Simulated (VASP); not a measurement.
## MgO: relaxation of cell and atoms with PBE

MgO:

```xyz
2
Lattice="2.4508 0.0000 0.0000 0.0000 2.4508 0.0000 0.0000 0.0000 2.4508" Properties=species:S:1:pos:R:3 pbc="T T T"
Mg    0.0000    0.0000    0.0000
O     1.2254    1.2254    1.2254
```

```yaml
Program: VASP 6.6.1
Task: relaxation of cell and atoms
Functional: PBE
Potentials_or_basis: VASP PAW PBE potentials, release 64 (Mg, O)
Cutoff: 600 eV
k_mesh: 10 × 10 × 10
Occupations: fermi-dirac, width 0.02 eV
Spin: no spin polarisation
Dipole_correction: no
Further_INCAR_settings: ALGO = Normal; EDIFF = 1e-06; IBRION = 2; EDIFFG = -0.005; NSW = 80; ISIF = 3
```

- Relaxed volume: 9.36 Å³/atom
- Relaxed cell: a = 2.655 Å, b = 2.655 Å, c = 2.655 Å, α = 90.00°, β = 90.00°, γ = 90.00°
- Space group after relaxing (to 0.05 Å): Pm-3m (No. 221)
- Energy gained by relaxing: 280.8 meV/atom
- Ionic steps: 5
- Pressure after relaxing: 0.0 GPa
- Band gap on the k mesh: 2.30 eV, indirect (least direct gap 3.28 eV)

Step by step:
| step | energy change (eV) | largest force (eV/Å) | pressure (GPa) | volume (Å³) |
| --- | --- | --- | --- | --- |
| 1 | 0.0000 | 0.0000 | 55.27 | 14.72 |
| 2 | -0.4732 | 0.0000 | -12.40 | 20.82 |
| 3 | -0.5616 | 0.0000 | 0.46 | 18.66 |
| 4 | -0.5616 | 0.0000 | -0.20 | 18.74 |
| 5 | -0.5616 | 0.0000 | 0.01 | 18.71 |

Final structure:
```yaml
crystal:
  lattice:
    - [2.65487, 0.00000, 0.00000]
    - [0.00000, 2.65487, 0.00000]
    - [0.00000, 0.00000, 2.65487]
  atoms:
    - { symbol: Mg, position: [0.00000, 0.00000, 0.00000] }
    - { symbol: O, position: [0.50000, 0.50000, 0.50000] }
```

Levels at points of the mesh, in eV from the valence-band top:
| k point | band 1 | band 2 | band 3 | band 4 | band 5 | band 6 | band 7 | band 8 |
| --- | --- | --- | --- | --- | --- | --- | --- | --- |
| (0.00, 0.00, 0.00) | -18.35 | -0.98 | -0.98 | -0.98 | 2.30 | 10.40 | 10.40 | 19.90 |
| (0.50, 0.00, 0.00) | -17.18 | -6.35 | -0.54 | -0.54 | 6.81 | 9.17 | 14.41 | 17.30 |
| (0.50, 0.50, 0.00) | -16.35 | -4.58 | -4.58 | 0.00 | 4.85 | 11.92 | 11.92 | 13.15 |
| (0.50, 0.50, 0.50) | -15.56 | -3.51 | -3.51 | -3.51 | 7.38 | 7.38 | 7.38 | 15.86 |

It took 34 s on 1 thread of Intel Xeon 8259CL (shared host), peak memory 0.13 GiB.

Caveat: the volume moved by over 15 % at a fixed basis, so the end points are rough. Expect the measured gap to be larger: semilocal functionals such as PBE lack the derivative discontinuity.
